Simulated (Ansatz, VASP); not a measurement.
## Two plane-wave programs on Ru

```
CELL_PARAMETERS angstrom
0.00000 2.72725 2.72725
2.72725 0.00000 2.72725
2.72725 2.72725 0.00000
ATOMIC_POSITIONS crystal
Ru 0.00000 0.00000 0.00000
Ru 0.25000 0.25000 0.25000
```

Alike in both runs: functional PBE; k mesh 14 × 14 × 14; occupations gaussian, width 0.1 eV; no spin polarisation.

Ansatz relaxed the structure, and its values are those at the end. VASP's run is a single point on that final structure, the one shown.

|  | VASP | Ansatz |
| --- | --- | --- |
| version | VASP 6.6.1 | Ansatz 0.2.0 |
| potentials or method | VASP PAW PBE potentials, release 64 (Ru_pv), cutoff 520 eV | scalar-relativistic, plane waves, PAW |
| valence electrons in the cell | 28 | 32 |

```tsv
	VASP	Ansatz	Ansatz less VASP
gap on the k mesh at the Fermi level (eV)	none	none	-
pressure (GPa)	0.2	0.0	-0.24
```

A gap of «none» marks a metal or a gap that the smearing closes. VASP's potentials hold 28 valence electrons a cell and Ansatz's 32, so a difference there can come from the potentials and not from the codes.
